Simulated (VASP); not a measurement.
# KSn3Au (P1) in VASP: single point with revPBE

Aim: the single point of KSn3Au with revPBE.

Program: VASP 6.6.1. These are calculated values, not measurements. Logs are shortened: lines on timing, memory, paths and dates and some standing lists are left out, and cuts for length are marked.

## (1) The cell of the first run

The typed cell holds 5 atoms: a = 4.868 Å, b = 4.695 Å, c = 6.301 Å, α = 68.55°, β = 68.60°, γ = 91.05°.

## (2) Single point, revPBE

INCAR reads:

```
SYSTEM = KSn3Au
PREC = Accurate
ENCUT = 520
EDIFF = 1E-6
ISMEAR = -1
SIGMA = 0.1
LREAL = .FALSE.
LASPH = .TRUE.
NELM = 100
ALGO = Fast
ISIF = 2
LWAVE = .FALSE.
LCHARG = .FALSE.
GGA = RE
NBANDS = 39
```

KPOINTS reads:

```
Automatic mesh
0
Gamma
  4 4 4
  0.5 0.5 0.5
```

POSCAR reads:

```
KSn3Au
1.0
   -0.0436637800      4.8679665300      0.0414210800
    4.6945807900     -0.0436637800     -0.0002515000
    2.3257382300      2.3661057800     -5.3573101500
K Au Sn
1 1 3
Direct
    0.0148260000      0.0263050000      0.0111990000
    0.4131440000      0.3568690000      0.2501920000
    0.6015570000      0.6106460000      0.8102130000
    0.2591470000      0.7168830000      0.5173580000
    0.7699180000      0.1840160000      0.5311550000
```

Potentials or basis: VASP PAW PBE potentials, release 64 (K_sv, Au, Sn_d).

The run is started by

```
> cat potpaw_PBE.64/K_sv/POTCAR potpaw_PBE.64/Au/POTCAR potpaw_PBE.64/Sn_d/POTCAR > POTCAR
> mpirun -np 1 vasp_std > vasp.out
```

OUTCAR:

```text
SYSTEM = KSn3Au
   PREC = Accurate
   ENCUT = 520
   EDIFF = 1E-6
   ISMEAR = -1
   LREAL = .FALSE.
   LASPH = .TRUE.
   NELM = 100
   ISIF = 2
   GGA = RE

 ion  position               nearest neighbor table
   1  0.015  0.026  0.011-   4 3.37   5 3.41   3 3.44   2 3.45   5 3.49   2 3.49   3 3.56   3 3.60
                             3 3.60   4 3.63   5 3.66   4 3.70   2 3.70   4 3.73
   2  0.413  0.357  0.250-   3 2.37   4 2.73   4 2.78   5 2.84   5 2.90   1 3.45   1 3.49   1 3.70

   3  0.602  0.611  0.810-   2 2.37   5 2.53   4 2.83   4 2.98   5 3.06   1 3.44   1 3.56   1 3.60
                             1 3.60
   4  0.259  0.717  0.517-   2 2.73   2 2.78   3 2.83   3 2.98   5 3.27   5 3.33   1 3.37   5 3.38
                             5 3.56   1 3.63   1 3.70   1 3.73
   5  0.770  0.184  0.531-   3 2.53   2 2.84   2 2.90   3 3.06   4 3.27   4 3.33   4 3.38   1 3.41
                             1 3.49   4 3.56   1 3.66

  LATTYP: Found a triclinic cell.
 ALAT       =     4.8683385635
 B/A-ratio  =     1.4018582429
 C/A-ratio  =     1.2943740649
 COS(alpha) =     0.0087957617
 COS(beta)  =     0.3649134373
 COS(gamma) =     0.7259061339

  Lattice vectors:

 A1 = (   0.0436637800,  -4.8679665300,  -0.0414210800)
 A2 = (   4.7382445700,  -4.9116303100,  -0.0416725800)
 A3 = (  -2.3257382300,  -2.3661057800,   5.3573101500)

Analysis of symmetry for initial positions (statically):
=====================================================================
 Subroutine PRICEL returns:
 Original cell was already a primitive cell.

 Routine SETGRP: Setting up the symmetry group for a
 triclinic supercell.

 Subroutine GETGRP returns: Found  1 space group operations
 (whereof  1 operations were pure point group operations)
 out of a pool of  2 trial point group operations.

The static configuration has the point symmetry C_1 .

Analysis of symmetry for dynamics (positions and initial velocities):
=====================================================================
 Subroutine PRICEL returns:
 Original cell was already a primitive cell.

 Routine SETGRP: Setting up the symmetry group for a
 triclinic supercell.

 Subroutine GETGRP returns: Found  1 space group operations
 (whereof  1 operations were pure point group operations)
 out of a pool of  2 trial point group operations.

The dynamic configuration has the point symmetry C_1 .

 Subroutine INISYM returns: Found  1 space group operations
 (whereof  1 operations are pure point group operations),
 and found     1 'primitive' translations

----------------------------------------------------------------------------------------

                                     Primitive cell

  volume of cell :     122.8822

  direct lattice vectors                    reciprocal lattice vectors
    -0.043663780  4.867966530  0.041421080     0.001908458  0.204665512  0.091220932
     4.694580790 -0.043663780 -0.000251500     0.213026959  0.001119657  0.092974675
     2.325738230  2.366105780 -5.357310150     0.000004755  0.001582358 -0.185959910

  length of vectors
     4.868338563  4.694783848  6.301451176     0.224082289  0.232435000  0.185966642

  position of ions in fractional coordinates (direct lattice)
     0.014826000  0.026305000  0.011199000
     0.413144000  0.356869000  0.250192000
     0.601557000  0.610646000  0.810213000
     0.259147000  0.716883000  0.517358000
     0.769918000  0.184016000  0.531155000

  ion indices of the primitive-cell ions
   primitive index   ion index
                 1           1
                 2           2
                 3           3
                 4           4
                 5           5

----------------------------------------------------------------------------------------

 KPOINTS: Automatic mesh

Automatic generation of k-mesh.
 Grid dimensions read from file:
 generate k-points for:    4    4    4

 Generating k-lattice:

  Cartesian coordinates                     Fractional coordinates (reciprocal lattice)
     0.000477115  0.051166378  0.022805233     0.250000000 -0.000000000  0.000000000
     0.053256740  0.000279914  0.023243669    -0.000000000  0.250000000  0.000000000
     0.000001189  0.000395590 -0.046489978     0.000000000  0.000000000  0.250000000

  Length of vectors
     0.056020572  0.058108750  0.046491661

  Shift w.r.t. Gamma in fractional coordinates (k-lattice)
     0.500000000  0.500000000  0.500000000

 Subroutine IBZKPT returns following result:
 ===========================================

 Found     32 irreducible k-points:

 Following reciprocal coordinates:
            Coordinates               Weight
  0.125000  0.125000  0.125000      2.000000
  0.375000  0.125000  0.125000      2.000000
 -0.375000  0.125000  0.125000      2.000000
 -0.125000  0.125000  0.125000      2.000000
  0.125000  0.375000  0.125000      2.000000
  0.375000  0.375000  0.125000      2.000000
[... 16 lines left out ...]
 -0.375000  0.375000  0.375000      2.000000
 -0.125000  0.375000  0.375000      2.000000
 [... further k-points ...]
   k-points           NKPTS =     32   k-points in BZ     NKDIM =     32   number of bands    NBANDS=     39
   number of dos      NEDOS =    301   number of ions     NIONS =      5
   total plane-waves  NPLWV =  62208
   dimension x,y,z NGX =    36 NGY =   36 NGZ =   48
   dimension x,y,z NGXF=    72 NGYF=   72 NGZF=   96
   ions per type =               1   1   3
   NGX,Y,Z   is equivalent  to a cutoff of  12.29, 12.75, 12.66 a.u.
   NGXF,Y,Z  is equivalent  to a cutoff of  24.59, 25.50, 25.33 a.u.
 SYSTEM =  KSn3Au
   PREC   = accura    normal or accurate (medium, high low for compatibility)
   ISTART =      0    job   : 0-new  1-cont  2-samecut
   ICHARG =      2    charge: 1-file 2-atom 10-const
   ISPIN  =      1    spin polarized calculation?
   LNONCOLLINEAR =      F non collinear calculations
   LSORBIT =      F    spin-orbit coupling
   LASPH  =      T    aspherical Exc in radial PAW
   ENCUT  =  520.0 eV  38.22 Ry    6.18 a.u.   9.05  8.73 11.72*2*pi/ulx,y,z
   NELM   =    100;   NELMIN=  2; NELMDL= -5     # of ELM steps
   EDIFF  = 0.1E-05   stopping-criterion for ELM
   LREAL  =      F    real-space projection
   EDIFFG = 0.1E-04   stopping-criterion for IOM
   NSW    =      0    number of steps for IOM
   IBRION =     -1    ionic relax: 0-MD 1-quasi-New 2-CG
   NFREE  =      0    steps in history (QN), initial steepest desc. (CG)
   ISIF   =      2    stress and relaxation
   ISYM   =      2    0-nonsym 1-usesym 2-fastsym
   POTIM  = 0.5000    time-step for ionic-motion
   TEBEG  =    0.0;   TEEND  =   0.0 temperature during run
   PSTRESS=    0.0 pullay stress
   NELECT =      62.0000    total number of electrons
   NUPDOWN=      -1.0000    fix difference up-down
   EMIN   =  10.00;   EMAX   =-10.00  energy-range for DOS
   EFERMI =   0.00;   METHOD = LEGACY
   ISMEAR =    -1;   SIGMA  =   0.10  broadening in eV -4-tet -1-fermi 0-gaus
   EFERMI_NEDOS =   21; number of points for ismear=-14 and -15
   IALGO  =     68    algorithm
   IMIX   =      4    mixing-type and parameters
     AMIX     =   0.40;   BMIX     =  1.00
     AMIX_MAG =   1.60;   BMIX_MAG =  1.00
  volume/ion in A,a.u.               =      24.58       165.85
  Fermi-wavevector in a.u.,A,eV,Ry     =   1.303294  2.462869 23.110525  1.698576
  Thomas-Fermi vector in A             =   2.434306
   LORBIT       =      0    0 simple, 1 ext, 2 COOP (PROOUT), +10 PAW based schemes
   GGA     = RE    functional components
   LHFCALC =     F    Hartree Fock is set to
   AEXX    =    0.0000 exact exchange contribution
   IVDW    =     0    specifies the selected vdW correction
   LEPSILON=     F    determine dielectric tensor
   LRPA    =     F    only Hartree local field effects (RPA)
 non-spin polarized calculation
 RMM-DIIS sequential band-by-band and
  energy-cutoff  :      520.00
  volume of cell :      122.88
 maximum number of plane-waves:      3323
   NGX = 19   NGY = 17   NGZ = 23

 number of electron      62.0000004 magnetization

 Free energy of the ion-electron system (eV)
  ---------------------------------------------------
  ext. energy  EPLUGINS =         0.00000000
  ---------------------------------------------------
  free energy    TOTEN  =       -13.68395767 eV

  energy without entropy =      -13.61105918  energy(sigma->0) =      -13.64750842

 E-fermi :   7.2875     XC(G=0): -10.1622

 val. band max:        7.2250619977   @ k =   0.1250  -0.1250   0.1250
 cond. band min:       7.3042186952   @ k =  -0.1250   0.3750   0.1250
 fundamental gap:      0.0791566975
 Fermi energy:         7.2874583912

 k-point     1 :       0.1250    0.1250    0.1250
  band No.  band energies     occupation
      1     -23.3846      2.00000
      2     -14.7504      2.00000
      3     -14.5166      2.00000
      4     -14.5093      2.00000
      5     -14.4077      2.00000
      6     -14.3561      2.00000
[... 31 lines left out ...]
     38      13.3660      0.00000
     39      13.8196      0.00000

 k-point     2 :       0.3750    0.1250    0.1250
  band No.  band energies     occupation
      1     -23.3837      2.00000
      2     -14.7527      2.00000
      3     -14.5022      2.00000
      4     -14.4959      2.00000
      5     -14.4150      2.00000
      6     -14.3731      2.00000
[... 31 lines left out ...]
     38      12.8793      0.00000
     39      13.8457      0.00000

 k-point     3 :      -0.3750    0.1250    0.1250
  band No.  band energies     occupation
      1     -23.3837      2.00000
      2     -14.7525      2.00000
      3     -14.5127      2.00000
      4     -14.4885      2.00000
      5     -14.4100      2.00000
      6     -14.3792      2.00000
[... 832 lines left out ...]
 k-point    23 :      -0.3750    0.3750    0.3750
  band No.  band energies     occupation
      1     -23.3825      2.00000
      2     -14.7586      2.00000
      3     -14.5326      2.00000
      4     -14.5000      2.00000
      5     -14.4001      2.00000
      6     -14.3747      2.00000
[... 31 lines left out ...]
     38      12.8703      0.00000
     39      13.8592      0.00000

 k-point    24 :      -0.1250    0.3750    0.3750
  band No.  band energies     occupation
      1     -23.3832      2.00000
      2     -14.7570      2.00000
      3     -14.5340      2.00000
      4     -14.4983      2.00000
      5     -14.3928      2.00000
      6     -14.3499      2.00000
[... 31 lines left out ...]
     38      12.7784      0.00000
     39      13.8635      0.00000

 [... further k-points ...]

------------------------ aborting loop because EDIFF is reached ----------------------------------------

  FORCE on cell =-STRESS in cart. coord.  units (eV):
  Direction    XX          YY          ZZ          XY          YZ          ZX
  --------------------------------------------------------------------------------------
  -------------------------------------------------------------------------------------
  Total       11.6742741      7.5464902     18.1832020      0.5602969     -0.9184065      3.6566946
  in kB      152.2129583     98.3935780    237.0784647      7.3053324    -11.9744804     47.6771660
  external PRESSURE =     162.5616670 kB  Pullay stress =       0.0000000 kB

 VOLUME and BASIS-vectors are now :
 -----------------------------------------------------------------------------
  energy-cutoff  :      520.00
  volume of cell :      122.88
      direct lattice vectors                 reciprocal lattice vectors
    -0.043663780  4.867966530  0.041421080     0.001908458  0.204665512  0.091220932
     4.694580790 -0.043663780 -0.000251500     0.213026959  0.001119657  0.092974675
     2.325738230  2.366105780 -5.357310150     0.000004755  0.001582358 -0.185959910

 POSITION                                       TOTAL-FORCE (eV/Angst)
 -----------------------------------------------------------------------------------
      0.14889      0.09752     -0.05939        -0.488727     -0.004466     -0.233436
      2.23919      2.58757     -1.32333        -0.260384      0.103153     -3.347669
      4.72480      4.81875     -4.31580        -2.033471      0.056617      0.816988
      4.55739      2.45434     -2.76109         0.029027     -0.223484      0.511434
      2.06559      4.99667     -2.81372         2.753555      0.068181      2.252682
 -----------------------------------------------------------------------------------
    total drift:                                0.000605      0.000030     -0.000229

  FREE ENERGIE OF THE ION-ELECTRON SYSTEM (eV)
  ---------------------------------------------------
  free  energy   TOTEN  =       -13.6839576666 eV

  energy  without entropy=      -13.6110591794  energy(sigma->0) =      -13.64750842
```

Wall time 12 min (1 thread of Intel Xeon Platinum 8488C (Sapphire Rapids), shared host); peak memory 0.32 GiB.

What came out:

```yaml
Free_energy: -13.6840 eV
Pressure: 16.3 GPa
Largest_force: 3.558 eV/Å
Band_gap_on_the_k_mesh: zero (bands 31 and 32 overlap by 0.94 eV)
```

Forces in eV/Å, atoms in the order of the input:
```
K   -0.489 -0.004 -0.233
Au  -0.260  0.103 -3.348
Sn  -2.033  0.057  0.817
Sn   0.029 -0.223  0.511
Sn   2.754  0.068  2.253
```

Stress tensor (GPa, compression positive):
```
15.22  0.73  4.77
 0.73  9.84 -1.20
 4.77 -1.20 23.71
```

Caveat: the k points lie up to 0.37 Å⁻¹ apart, too coarse for converged energies and pressures of a metal; the PAW data sets were made with another functional, which shifts forces and pressure a little; spin-orbit coupling is left out, which moves the levels of the heavy elements.
